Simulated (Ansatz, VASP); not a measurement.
## Cs3HO in VASP and in Ansatz

```
CELL_PARAMETERS angstrom
5.58370 0.00000 0.00000
0.00000 5.58370 0.00000
0.00000 0.00000 5.58370
ATOMIC_POSITIONS crystal
H 0.00000 0.00000 0.00000
O 0.50000 0.50000 0.50000
Cs 0.50000 0.50000 0.00000
Cs 0.50000 0.00000 0.50000
Cs 0.00000 0.50000 0.50000
```

Alike in both runs: task single point; functional PBE; k mesh 6 × 6 × 6; occupations gaussian, width 0.01 eV; no spin polarisation.

|  | VASP | Ansatz |
| --- | --- | --- |
| version | VASP 6.6.1 | Ansatz 0.2.0 |
| potentials or method | VASP PAW PBE potentials, release 64 (H, O, Cs_sv), cutoff 520 eV | scalar-relativistic, plane waves, PAW |
| valence electrons in the cell | 34 | 34 |

```tsv
	VASP	Ansatz	Ansatz less VASP
gap on the k mesh at the Fermi level (eV)	0.72	0.83	+0.108
least direct gap on the mesh (eV)	0.81	0.90	+0.097
```

With one functional, cell and mesh, what is left measures potentials, basis and numerics.

Spin-orbit coupling is off throughout.
